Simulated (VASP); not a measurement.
# Mg4O in VASP: notebook, part 3 of 3

VASP 6.6.1.

### 6 Single point, PBEsol

INCAR reads:

```
SYSTEM = Mg4O
PREC = Accurate
ENCUT = 520
EDIFF = 1E-7
ISMEAR = 0
SIGMA = 0.1
LREAL = .FALSE.
LASPH = .TRUE.
NELM = 80
ALGO = Normal
ISIF = 2
LWAVE = .FALSE.
LCHARG = .FALSE.
LDIPOL = .TRUE.
IDIPOL = 3
DIPOL = 0.5 0.5 0.341
GGA = PS
NBANDS = 15
```

KPOINTS reads:

```
Automatic mesh
0
G
  8 5 1
  0 0 0
```

POSCAR reads:

```
Mg4O
1.0
    3.1881999939      0.0000000000      0.0000000000
    0.0000000000      5.1084658709      0.0000000000
    0.0000000000      0.0000000000     19.1358427726
Mg O
4 1
Direct
    0.0000000000      0.7500000000      0.2090318178
    0.5000000000      0.2500000000      0.2571276385
    0.5000000000      0.7500000000      0.3576109084
    0.0000000000      0.2500000000      0.3990335238
    0.2500000000      0.2500000000      0.4806942521
```

Potentials or basis: VASP PAW PBE potentials, release 64 (Mg, O).

Started as:

```console
> cat potpaw_PBE.64/Mg/POTCAR potpaw_PBE.64/O/POTCAR > POTCAR
> mpirun -np 1 vasp_std > vasp.out
```

OUTCAR:

```text
SYSTEM = Mg4O
   PREC = Accurate
   ENCUT = 520
   EDIFF = 1E-7
   ISMEAR = 0
   LREAL = .FALSE.
   LASPH = .TRUE.
   NELM = 80
   ISIF = 2
   GGA = PS

 ion  position               nearest neighbor table
   1  0.000  0.750  0.209-   2 3.15   2 3.15   2 3.15   2 3.15   3 3.26   3 3.26
   2  0.500  0.250  0.257-   1 3.15   1 3.15   1 3.15   1 3.15   4 3.15   4 3.15   3 3.20   3 3.20

   3  0.500  0.750  0.358-   4 3.11   4 3.11   4 3.11   4 3.11   2 3.20   2 3.20   1 3.26   1 3.26

   4  0.000  0.250  0.399-   5 1.75   3 3.11   3 3.11   3 3.11   3 3.11   2 3.15   2 3.15
   5  0.250  0.250  0.481-   4 1.75

  LATTYP: Found a simple orthorhombic cell.
 ALAT       =     3.1881999939
 B/A-ratio  =     1.6023040840
 C/A-ratio  =     6.0020835610

  Lattice vectors:

 A1 = (   3.1881999939,   0.0000000000,   0.0000000000)
 A2 = (   0.0000000000,   5.1084658709,   0.0000000000)
 A3 = (   0.0000000000,   0.0000000000,  19.1358427726)

Analysis of symmetry for initial positions (statically):
=====================================================================
 Subroutine PRICEL returns:
 Original cell was already a primitive cell.

 Routine SETGRP: Setting up the symmetry group for a
 simple orthorhombic supercell.

 Subroutine GETGRP returns: Found  2 space group operations
 (whereof  1 operations were pure point group operations)
 out of a pool of  8 trial point group operations.

The static configuration has the point symmetry C_1 .
 The point group associated with its full space group is C_1h.

Analysis of symmetry for dynamics (positions and initial velocities):
=====================================================================
 Subroutine PRICEL returns:
 Original cell was already a primitive cell.

 Routine SETGRP: Setting up the symmetry group for a
 simple orthorhombic supercell.

 Subroutine GETGRP returns: Found  2 space group operations
 (whereof  1 operations were pure point group operations)
 out of a pool of  8 trial point group operations.

The dynamic configuration has the point symmetry C_1 .
 The point group associated with its full space group is C_1h.

 Subroutine INISYM returns: Found  2 space group operations
 (whereof  1 operations are pure point group operations),
 and found     1 'primitive' translations

----------------------------------------------------------------------------------------

                                     Primitive cell

  volume of cell :     311.6619

  direct lattice vectors                    reciprocal lattice vectors
     3.188199994  0.000000000  0.000000000     0.313656609  0.000000000  0.000000000
     0.000000000  5.108465871  0.000000000     0.000000000  0.195753486  0.000000000
     0.000000000  0.000000000 19.135842773     0.000000000  0.000000000  0.052257954

  length of vectors
     3.188199994  5.108465871 19.135842773     0.313656609  0.195753486  0.052257954

  position of ions in fractional coordinates (direct lattice)
     0.000000000  0.750000000  0.209031818
     0.500000000  0.250000000  0.257127639
     0.500000000  0.750000000  0.357610908
     0.000000000  0.250000000  0.399033524
     0.250000000  0.250000000  0.480694252

  ion indices of the primitive-cell ions
   primitive index   ion index
                 1           1
                 2           2
                 3           3
                 4           4
                 5           5
[... 54 lines left out ...]
   ISTART =      0    job   : 0-new  1-cont  2-samecut
   ICHARG =      2    charge: 1-file 2-atom 10-const
   ISPIN  =      1    spin polarized calculation?
   LNONCOLLINEAR =      F non collinear calculations
   LSORBIT =      F    spin-orbit coupling
   LASPH  =      T    aspherical Exc in radial PAW
   ENCUT  =  520.0 eV  38.22 Ry    6.18 a.u.   5.93  9.50 35.58*2*pi/ulx,y,z
   NELM   =     80;   NELMIN=  2; NELMDL= -5     # of ELM steps
   EDIFF  = 0.1E-06   stopping-criterion for ELM
   LREAL  =      F    real-space projection
   EDIFFG = 0.1E-05   stopping-criterion for IOM
   NSW    =      0    number of steps for IOM
   IBRION =     -1    ionic relax: 0-MD 1-quasi-New 2-CG
   NFREE  =      0    steps in history (QN), initial steepest desc. (CG)
   ISIF   =      2    stress and relaxation
   ISYM   =      2    0-nonsym 1-usesym 2-fastsym
   POTIM  = 0.5000    time-step for ionic-motion
   TEBEG  =    0.0;   TEEND  =   0.0 temperature during run
   PSTRESS=    0.0 pullay stress
   NELECT =      14.0000    total number of electrons
   NUPDOWN=      -1.0000    fix difference up-down
   EMIN   =  10.00;   EMAX   =-10.00  energy-range for DOS
   EFERMI =   0.00;   METHOD = LEGACY
   ISMEAR =     0;   SIGMA  =   0.10  broadening in eV -4-tet -1-fermi 0-gaus
   EFERMI_NEDOS =   21; number of points for ismear=-14 and -15
   IALGO  =     38    algorithm
   IMIX   =      4    mixing-type and parameters
     AMIX     =   0.40;   BMIX     =  1.00
     AMIX_MAG =   1.60;   BMIX_MAG =  1.00
  volume/ion in A,a.u.               =      62.33       420.64
  Fermi-wavevector in a.u.,A,eV,Ry     =   0.581955  1.099736  4.607912  0.338672
  Thomas-Fermi vector in A             =   1.626667
   LORBIT       =      0    0 simple, 1 ext, 2 COOP (PROOUT), +10 PAW based schemes
   GGA     = PS    functional components
   LHFCALC =     F    Hartree Fock is set to
   AEXX    =    0.0000 exact exchange contribution
   IVDW    =     0    specifies the selected vdW correction
   LEPSILON=     F    determine dielectric tensor
   LRPA    =     F    only Hartree local field effects (RPA)
 non-spin polarized calculation
 Gauss-broadening in eV      SIGMA  =   0.10
  energy-cutoff  :      520.00
  volume of cell :      311.66
 maximum number of plane-waves:      8432
 NGX is ok and might be reduce to    24
   NGX = 11   NGY = 19   NGZ = 71

 number of electron      14.0000001 magnetization

 dipolmoment           0.000000      0.000000      0.450146 electrons x Angstroem

 Free energy of the ion-electron system (eV)
  ---------------------------------------------------
  ext. energy  EPLUGINS =         0.00000000
  ---------------------------------------------------
  free energy    TOTEN  =       -10.68260082 eV

  energy without entropy =      -10.66341108  energy(sigma->0) =      -10.67300595

 E-fermi :  -3.4088     XC(G=0):  -3.5979

 val. band max:       -3.4700855478   @ k =   0.3750   0.4000   0.0000
 cond. band min:      -3.3700138983   @ k =   0.3750   0.2000   0.0000
 fundamental gap:      0.1000716494
 Fermi energy:        -3.4087626722

 k-point     1 :       0.0000    0.0000    0.0000
  band No.  band energies     occupation
      1     -18.7511      2.00000
      2      -9.4107      2.00000
      3      -6.9594      2.00000
      4      -4.5282      2.00000
      5      -4.4847      2.00000
      6      -3.7869      2.00000
      7      -3.5723      1.97928
      8      -3.3506      0.41110
      9      -2.9308      0.00000
     10      -1.5894      0.00000
     11      -1.1905      0.00000
     12      -0.1115      0.00000
     13       1.1368      0.00000
     14       1.9751      0.00000
[... 239 lines left out ...]
      2      -5.3144      2.00000
      3      -5.0322      2.00000
      4      -4.7002      2.00000
      5      -4.3888      2.00000
      6      -4.0056      2.00000
      7      -3.7036      1.99997
      8      -3.5095      1.84581
      9      -2.2696      0.00000
     10      -2.0256      0.00000
     11      -1.2092      0.00000
     12      -0.9341      0.00000
     13       0.5744      0.00000
     14       0.8418      0.00000
     15       2.3485      0.00000

------------------------ aborting loop because EDIFF is reached ----------------------------------------

 vacuum level on the upper side and lower side of the slab       (xc-potential included)         2.409        -2.505

  FORCE on cell =-STRESS in cart. coord.  units (eV):
  Direction    XX          YY          ZZ          XY          YZ          ZX
  --------------------------------------------------------------------------------------
  -------------------------------------------------------------------------------------
  Total        0.0352800     -0.2536005     -0.6059675      0.0000000      0.0000000      3.3006472
  in kB        0.1813658     -1.3036980     -3.1151307      0.0000000      0.0000000     16.9678197
  external PRESSURE =      -1.4124876 kB  Pullay stress =       0.0000000 kB

 VOLUME and BASIS-vectors are now :
 -----------------------------------------------------------------------------
  energy-cutoff  :      520.00
  volume of cell :      311.66
      direct lattice vectors                 reciprocal lattice vectors
     3.188199994  0.000000000  0.000000000     0.313656609  0.000000000  0.000000000
     0.000000000  5.108465871  0.000000000     0.000000000  0.195753486  0.000000000
     0.000000000  0.000000000 19.135842773     0.000000000  0.000000000  0.052257954

 POSITION                                       TOTAL-FORCE (eV/Angst)
 -----------------------------------------------------------------------------------
      0.00000      3.83135      4.00000        -0.007683      0.000000      0.268588
      1.59410      1.27712      4.92035         0.005459      0.000000     -0.154377
      1.59410      3.83135      6.84319        -0.131491      0.000000      0.283004
      0.00000      1.27712      7.63584        -1.904015      0.000000     -0.487952
      0.79705      1.27712      9.19849         2.037729      0.000000      0.090737
 -----------------------------------------------------------------------------------
    total drift:                                0.000307     -0.000000      0.000046

  FREE ENERGIE OF THE ION-ELECTRON SYSTEM (eV)
  ---------------------------------------------------
  free  energy   TOTEN  =       -10.6826008238 eV

  energy  without entropy=      -10.6634110757  energy(sigma->0) =      -10.67300595

 vacuum level on the upper side and lower side of the slab         5.089         0.024
```

stdout:

```text
POSCAR found type information on POSCAR MgO
 POSCAR found :  2 types and       5 ions
 scaLAPACK will be used
 -----------------------------------------------------------------------------
|                                                                             |
|                                                                             |
|     You enforced a specific xc type in the INCAR file but a different       |
|     I HOPE YOU KNOW WHAT YOU ARE DOING!                                     |
|                                                                             |
 -----------------------------------------------------------------------------

 LDA part: xc-table for (Slater+PW92), standard interpolation
 POSCAR, INCAR and KPOINTS ok, starting setup
 FFT: planning ... GRIDC
 FFT: planning ... GRID_SOFT
 FFT: planning ... GRID
 WAVECAR not read
 entering main loop
```

Wall time 73 s (1 thread of Intel Xeon 6975P-C (Granite Rapids), shared host); peak memory 0.36 GiB.

Results:

| Property | Result |
| --- | --- |
| Free energy | -10.6826 eV |
| Largest force | 2.040 eV/Å |
| Band gap on the k mesh | zero (bands 7 and 8 overlap by 0.50 eV) |

Forces in eV/Å, atoms in the order of the input:
```
Mg  -0.008  0.000  0.269
Mg   0.005  0.000 -0.154
Mg  -0.131  0.000  0.283
Mg  -1.904  0.000 -0.488
O    2.038  0.000  0.091
```

Levels at points of the mesh, in eV from the Fermi level:
```
           k point  band 5  band 6  band 7  band 8  band 9  band 10
(0.00, 0.00, 0.00)   -1.08   -0.38   -0.16    0.06    0.48     1.82
(0.50, 0.00, 0.00)   -0.95   -0.38    0.30    0.51    2.53     2.87
```

Caveat: the PAW data sets were made with another functional, which shifts forces and pressure a little.

### 7 The runs side by side

```csv
task,cell,atoms held fixed (from 0),gap on the mesh (eV),largest force (eV/Å)
relaxation of the atoms,"atoms relaxed, atomic positions A","[0, 1, 2, 3, 4]",none,-
relaxation of the atoms,"atoms relaxed, atomic positions B","[0, 1, 2, 3, 4]",none,-
relaxation of the atoms,"atoms relaxed, atomic positions C","[0, 1, 2, 3, 4]",none,-
single point,"as given, atomic positions D",-,none,3.90
single point,"as given, atomic positions E",-,none,2.04
```

Alike in all rows: level PBEsol; potentials or basis VASP PAW PBE potentials, release 64 (Mg, O); no spin polarisation; k mesh 8 × 5 × 1; cutoff (eV) 520; smearing gaussian 0.1 eV.

Caveats: the PAW data sets were made with another functional, which shifts forces and pressure a little.

Absolute energies hang on the potentials; compare differences alone.
